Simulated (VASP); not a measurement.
# BaTiO3 (R3m) in VASP: single point with PBE+U

Aim: the single point of BaTiO3 with PBE+U.

Everything below comes from runs of VASP 6.6.1. Logs are shortened: lines on timing, memory, paths and dates and some standing lists are left out, and cuts for length are marked.

## 1. The cell of the first run

Symmetry: R3m, No. 160, trigonal system. The conventional cell has a = 5.657 Å, b = 5.657 Å, c = 6.957 Å, α = 90.00°, β = 90.00°, γ = 120.00°. Ba (site symmetry 3m) has 12 O at 2.78 to 2.89 Å and 8 Ti at 3.38 to 3.57 Å within 3.7 Å. Ti (site symmetry 3m) has 6 O at 1.88 to 2.13 Å within 2.5 Å. O (site symmetry m) has 2 Ti at 1.88 to 2.13 Å within 2.5 Å. Within 2.5 Å of O (site symmetry m) lie 2 Ti at 1.88 to 2.13 Å.

## 2. Single point, PBE+U, collinear spin

INCAR reads:

```
SYSTEM = BaTiO3
ALGO     = Normal         ! electronic algorithm
EDIFF    = 1E-7           ! SCF threshold, eV
ENCUT    = 520            ! plane-wave cutoff, eV
GGA      = PE             ! functional
ISIF     = 2              ! what is computed and relaxed
ISMEAR   = -1             ! smearing method
ISPIN    = 2              ! spin polarisation
LASPH    = .True.         ! aspherical terms in the spheres
LCHARG   = .True.         ! write CHGCAR
LDAU     = .True.         ! DFT+U
LDAUJ    = 0 0 0        
LDAUL    = -1 2 -1        ! shell
LDAUPRINT= 1            
LDAUTYPE = 2            
LDAUU    = 0 3 0          ! U, eV
LELF     = .True.         ! ELF
LMAXMIX  = 4              ! l up to which the mixer works
LORBIT   = 11             ! projections on sites
LREAL    = .False.        ! projectors in reciprocal space
LVHAR    = .True.       
LWAVE    = .False.        ! write WAVECAR
MAGMOM   = 0 0 1 1 0 0 0 0 0 0 ! initial moments
NBANDS   = 55             ! bands
NELM     = 150            ! most SCF steps
PREC     = Accurate       ! precision mode
SIGMA    = 0.05           ! smearing width, eV
```

KPOINTS reads:

```
k-points
0
Gamma
  4 4 2
  0 0 0
```

POSCAR reads:

```
BaTiO3
1.0
    2.8286478900      1.6331206200      2.3189021400
   -2.8286478900      1.6331206200      2.3189021400
    0.0000000000     -6.5324824900      4.6378042800
Ba Ti O
2 2 6
Direct
    0.0000000000      0.0000000000      0.0000000000
    0.0000000000      0.0000000000      0.5000000000
    0.5136000000      0.5136000000      0.2568000000
    0.5136000000      0.5136000000      0.7568000000
    0.4907000000      0.4907000000      0.4909500000
    0.4907000000      0.4907000000      0.9909500000
    0.4907000000      0.9819000000      0.2453500000
    0.4907000000      0.9819000000      0.7453500000
    0.9819000000      0.4907000000      0.2453500000
    0.9819000000      0.4907000000      0.7453500000
```

Potentials or basis: VASP PAW PBE potentials, release 64 (Ba_sv, Ti_sv, O).

On the command line:

```console
> cat potpaw_PBE.64/Ba_sv/POTCAR potpaw_PBE.64/Ti_sv/POTCAR potpaw_PBE.64/O/POTCAR > POTCAR
> mpirun -np 1 vasp_std > vasp.out
```

OUTCAR:

```text
SYSTEM = BaTiO3
   EDIFF = 1E-7
   ENCUT = 520
   GGA = PE
   ISIF = 2
   ISMEAR = -1
   ISPIN = 2
   LASPH = .True.
   LORBIT = 11
   LREAL = .False.
   NELM = 150
   PREC = Accurate

 ion  position               nearest neighbor table
   1  0.000  0.000  0.000-   6 2.78   7 2.78   9 2.78   6 2.83   6 2.83   9 2.83   7 2.83   8 2.83
                            10 2.83   6 2.89   8 2.89  10 2.89   4 3.38   4 3.44   4 3.44   3 3.44
   2  0.000  0.000  0.500-   5 2.78   8 2.78  10 2.78   5 2.83   5 2.83  10 2.83   8 2.83   9 2.83
                             7 2.83   5 2.89   9 2.89   7 2.89   3 3.38   3 3.44   3 3.44   4 3.44
   3  0.514  0.514  0.257-   7 1.88   9 1.88   5 1.88   7 2.13   9 2.13   6 2.13   2 3.38   2 3.44
                             2 3.44   1 3.44   1 3.50   1 3.50   2 3.50   1 3.57
   4  0.514  0.514  0.757-   8 1.88  10 1.88   6 1.88   8 2.13  10 2.13   5 2.13   1 3.38   1 3.44
                             1 3.44   2 3.44   2 3.50   2 3.50   1 3.50   2 3.57
   5  0.491  0.491  0.491-   3 1.88   4 2.13   2 2.78   2 2.83   2 2.83   2 2.89
   6  0.491  0.491  0.991-   4 1.88   3 2.13   1 2.78   1 2.83   1 2.83   1 2.89
   7  0.491  0.982  0.245-   3 1.88   3 2.13   1 2.78   1 2.83   2 2.83   2 2.89
   8  0.491  0.982  0.745-   4 1.88   4 2.13   2 2.78   2 2.83   1 2.83   1 2.89
   9  0.982  0.491  0.245-   3 1.88   3 2.13   1 2.78   1 2.83   2 2.83   2 2.89
  10  0.982  0.491  0.745-   4 1.88   4 2.13   2 2.78   2 2.83   1 2.83   1 2.89

  LATTYP: Found a base centered monoclinic cell.
 ALAT       =     5.6725268071
 B/A-ratio  =     0.9973149484
 C/A-ratio  =     1.4123162215
 COS(beta)  =    -0.0037972329

  Lattice vectors:

 A1 = (  -2.8286478900,  -1.6331206200,  -2.3189021400)
 A2 = (   2.8286478900,  -1.6331206200,  -2.3189021400)
 A3 = (   0.0000000000,  -6.5324824900,   4.6378042800)

Analysis of symmetry for initial positions (statically):
=====================================================================
 Subroutine PRICEL returns following result:

  LATTYP: Found a trigonal (rhomboedric) cell.
 ALAT       =     4.0057008101
 COS(alpha) =     0.0026886563
[... 12 lines left out ...]
 Subroutine GETGRP returns: Found  2 space group operations
 (whereof  2 operations were pure point group operations)
 out of a pool of  4 trial point group operations.

The static configuration has the point symmetry C_1h.

Analysis of symmetry for dynamics (positions and initial velocities):
=====================================================================
 Subroutine PRICEL returns following result:

  LATTYP: Found a trigonal (rhomboedric) cell.
 ALAT       =     4.0057008101
 COS(alpha) =     0.0026886563
[... 12 lines left out ...]
 Subroutine GETGRP returns: Found  2 space group operations
 (whereof  2 operations were pure point group operations)
 out of a pool of  4 trial point group operations.

[... 265 lines left out ...]

 spin component 1

 k-point     1 :       0.0000    0.0000    0.0000
  band No.  band energies     occupation
      1     -53.2557      1.00000
      2     -53.2547      1.00000
      3     -29.5165      1.00000
      4     -29.4722      1.00000
      5     -29.4687      1.00000
      6     -29.4677      1.00000
[... 759 lines left out ...]
     51      11.3997      0.00000
     52      11.3997      0.00000
 Fermi energy:         5.0481433030

 spin component 2

 k-point     1 :       0.0000    0.0000    0.0000
  band No.  band energies     occupation
      1     -53.2557      1.00000
      2     -53.2548      1.00000
      3     -29.5165      1.00000
      4     -29.4723      1.00000
      5     -29.4687      1.00000
      6     -29.4677      1.00000
[... 759 lines left out ...]
     51      11.3997      0.00000
     52      11.3997      0.00000
 [bands above 52 left out]

------------------------ aborting loop because EDIFF is reached ----------------------------------------

  FORCE on cell =-STRESS in cart. coord.  units (eV):
  Direction    XX          YY          ZZ          XY          YZ          ZX
  --------------------------------------------------------------------------------------
  -------------------------------------------------------------------------------------
  Total        7.4202332      7.4203475      6.8941227      0.0000000     -0.0000920      0.0000000
  in kB       92.4841512     92.4855762     85.9268257      0.0000000     -0.0011463      0.0000000
  external PRESSURE =      90.2988511 kB  Pullay stress =       0.0000000 kB

 VOLUME and BASIS-vectors are now :
 -----------------------------------------------------------------------------
  energy-cutoff  :      520.00
  volume of cell :      128.55
      direct lattice vectors                 reciprocal lattice vectors
     2.828647890  1.633120620  2.318902140     0.176762899  0.102054107  0.143746184
    -2.828647890  1.633120620  2.318902140    -0.176762899  0.102054107  0.143746184
     0.000000000 -6.532482490  4.637804280     0.000000000 -0.102054107  0.071873092

 POSITION                                       TOTAL-FORCE (eV/Angst)
 -----------------------------------------------------------------------------------
      0.00000      0.00000      0.00000         0.000000     -0.000002      0.072845
      0.00000     -3.26624      2.31890         0.000000     -0.000002      0.072845
      0.00000     -0.00000      3.57296         0.000000     -0.000008     -0.807626
      0.00000     -3.26624      5.89187         0.000000     -0.000008     -0.807626
      0.00000     -1.60438      4.55270         0.000000     -0.474224      0.244925
      0.00000     -4.87062      6.87160         0.000000     -0.474224      0.244925
     -1.38943      0.80219      4.55270        -0.410695      0.237117      0.244928
     -1.38943     -2.46405      6.87160        -0.410695      0.237117      0.244928
      1.38943      0.80219      4.55270         0.410695      0.237117      0.244928
      1.38943     -2.46405      6.87160         0.410695      0.237117      0.244928
 -----------------------------------------------------------------------------------
    total drift:                                0.000000     -0.000009     -0.001337

  FREE ENERGIE OF THE ION-ELECTRON SYSTEM (eV)
  ---------------------------------------------------
  free  energy   TOTEN  =       -75.7547366603 eV

  energy  without entropy=      -75.7547366602  energy(sigma->0) =      -75.75473666

 total charge

# of ion       s       p       d       tot
------------------------------------------
    1        2.008   5.653   0.333   7.994
    2        2.008   5.653   0.333   7.994
    3        2.229   6.291   1.671  10.191
    4        2.229   6.291   1.671  10.191
    5        1.565   3.487   0.000   5.052
    6        1.565   3.487   0.000   5.052
    7        1.565   3.487   0.000   5.052
    8        1.565   3.487   0.000   5.052
    9        1.565   3.487   0.000   5.052
   10        1.565   3.487   0.000   5.052
--------------------------------------------------
tot         17.864  44.813   4.007  66.684

 magnetization (x)

# of ion       s       p       d       tot
------------------------------------------
    1       -0.000   0.000  -0.000  -0.000
    2       -0.000   0.000  -0.000  -0.000
    3        0.000  -0.000  -0.000  -0.000
    4        0.000  -0.000  -0.000  -0.000
    5        0.000   0.000   0.000   0.000
    6        0.000   0.000   0.000   0.000
    7        0.000   0.000   0.000   0.000
    8        0.000   0.000   0.000   0.000
    9        0.000   0.000   0.000   0.000
   10        0.000   0.000   0.000   0.000
--------------------------------------------------
tot          0.000   0.000  -0.000   0.000
```

It took 5.2 min on 1 thread of Oxide Virtual Turin-like, shared host; peak memory 0.32 GiB.

What came out:

```yaml
Free_energy: -75.7547 eV
Pressure: 9.0 GPa
Largest_force: 0.808 eV/Å
Band_gap_on_the_k_mesh: 2.64 eV
Net_moment: 0.00 μB per cell
Valence_electrons_inside_the_program's_atomic_spheres: Ba 7.99; Ti 10.19; O 5.05
```

Forces in eV/Å, atoms in the order of the input:
```
Ba   0.000  0.000  0.073
Ba   0.000  0.000  0.073
Ti   0.000  0.000 -0.808
Ti   0.000  0.000 -0.808
O    0.000 -0.474  0.245
O    0.000 -0.474  0.245
O   -0.411  0.237  0.245
O   -0.411  0.237  0.245
O    0.411  0.237  0.245
O    0.411  0.237  0.245
```

Levels at points of the mesh, in eV from the valence-band top:
Spin up:
| k point | band 38 | band 39 | band 40 | band 41 | band 42 | band 43 |
| --- | --- | --- | --- | --- | --- | --- |
| (0.00, 0.00, 0.00) | -0.48 | -0.39 | -0.39 | 2.64 | 2.64 | 2.74 |
| (0.50, 0.00, 0.00) | -0.87 | -0.86 | -0.09 | 2.82 | 4.06 | 4.14 |
| (0.50, 0.50, 0.00) | -0.02 | -0.02 | 0.00 | 4.14 | 4.14 | 4.49 |
| (0.00, 0.00, 0.50) | -0.65 | -0.64 | -0.64 | 2.73 | 2.73 | 3.33 |
| (0.50, 0.00, 0.50) | -1.05 | -0.51 | -0.51 | 3.44 | 3.44 | 4.11 |
| (0.50, 0.50, 0.50) | -0.52 | -0.05 | -0.05 | 4.33 | 4.33 | 4.42 |
Spin down:
| k point | band 36 | band 37 | band 38 | band 39 | band 40 | band 41 | band 42 | band 43 | band 44 | band 45 |
| --- | --- | --- | --- | --- | --- | --- | --- | --- | --- | --- |
| (0.00, 0.00, 0.00) | -0.96 | -0.87 | -0.48 | -0.39 | -0.39 | 2.64 | 2.64 | 2.74 | 2.82 | 4.06 |
| (0.50, 0.00, 0.00) | -0.96 | -0.90 | -0.87 | -0.86 | -0.09 | 2.82 | 4.06 | 4.14 | 4.14 | 4.15 |
| (0.50, 0.50, 0.00) | -0.86 | -0.09 | -0.02 | -0.02 | 0.00 | 4.14 | 4.14 | 4.49 | 4.63 | 4.77 |
| (0.00, 0.00, 0.50) | -1.24 | -0.65 | -0.65 | -0.64 | -0.64 | 2.73 | 2.73 | 3.33 | 3.33 | 3.41 |
| (0.50, 0.00, 0.50) | -1.36 | -1.05 | -1.05 | -0.51 | -0.51 | 3.44 | 3.44 | 4.11 | 4.11 | 4.22 |
| (0.50, 0.50, 0.50) | -0.53 | -0.52 | -0.52 | -0.05 | -0.05 | 4.33 | 4.33 | 4.42 | 4.42 | 4.62 |

Eigenvalues of the final occupation matrices:
```csv
site,spin,trace,eigenvalues
site 3 d,1,0.85,0.12 0.12 0.12 0.25 0.25
site 3 d,2,0.85,0.12 0.12 0.12 0.25 0.25
site 4 d,1,0.85,0.12 0.12 0.12 0.25 0.25
site 4 d,2,0.85,0.12 0.12 0.12 0.25 0.25
```

Caveat: the cell stands under pressure; spin-orbit coupling is left out, which moves the levels of the heavy elements. A k mesh can miss the band edges.
